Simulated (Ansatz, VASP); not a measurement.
## CuCl in VASP and in Ansatz

Contents of POSCAR:

```
CuCl
1.0
    0.0000000000      2.7100000000      2.7100000000
    2.7100000000      0.0000000000      2.7100000000
    2.7100000000      2.7100000000      0.0000000000
Cu Cl
1 1
Direct
    0.0000000000      0.0000000000      0.0000000000
    0.2500000000      0.2500000000      0.2500000000
```

File INCAR.step1:

```
SYSTEM = CuCl
  PREC = Accurate
  ENCUT = 660
  ISMEAR = -1
  SIGMA = 0.02
  LREAL = .FALSE.
  LASPH = .TRUE.
  NELM = 120
  NBANDS = 16
  GGA = PE
  ALGO = Normal
  EDIFF = 1E-5
  LWAVE = .TRUE.
  LCHARG = .FALSE.
  GGA_COMPAT = .FALSE.
```

Contents of INCAR.step2:

```
SYSTEM = CuCl
  PREC = Accurate
  ENCUT = 660
  EDIFF = 1E-6
  ISMEAR = -1
  SIGMA = 0.02
  LREAL = .FALSE.
  LASPH = .TRUE.
  NELM = 120
  ALGO = Normal
  ISIF = 2
  LWAVE = .FALSE.
  LCHARG = .FALSE.
  METAGGA = R2SCAN
  LMIXTAU = .TRUE.
  NBANDS = 16
  ISTART = 1
  GGA_COMPAT = .FALSE.
```

Contents of KPOINTS:

```
Automatic mesh
0
G
  6 6 6
  0 0 0
```

Input for Ansatz:

```yaml
crystal:
  lattice:
    - [0, 2.71, 2.71]
    - [2.71, 0, 2.71]
    - [2.71, 2.71, 0]
  atoms:
    - { symbol: Cu, position: [0, 0, 0] }
    - { symbol: Cl, position: [0.25, 0.25, 0.25] }
kpoints:
  mp_grid: { grid: [6, 6, 6] }
hamiltonian:
  xc: r2scan
  pseudopotentials:
    kind: all_electron
    relativity: scalar
    datasets: crystal
    dataset_attempts: all
    nuclear_model: point
scf:
  occupations: { method: fermi_dirac, width: 0.02 }
  convergence: { dr2_threshold: "1e-9 eV" }
  max_iter: 300
output:
  forces: true
  stress: true
  eigenvalues: true
```

Alike in both runs: task single point; functional r2SCAN; k mesh 6 × 6 × 6; occupations fermi-dirac, width 0.02 eV; no spin polarisation.

|  | VASP | Ansatz |
| --- | --- | --- |
| version | VASP 6.6.1 | Ansatz 0.2.0 development build |
| potentials or method | VASP PAW PBE potentials, release 64 (Cu, Cl), cutoff 660 eV | plane waves, all-electron PAW datasets generated for the crystal |

Ansatz gave:

| Item | Value |
| --- | --- |
| gap on the k mesh at the Fermi level (eV) | 0.89 |

Problem. What did VASP give for the same quantities?

Solution. gap on the k mesh at the Fermi level (eV): 0.88.

VASP's potentials were made for PBE, not for r2SCAN. Ansatz ran all-electron here, and VASP with PAW potentials.
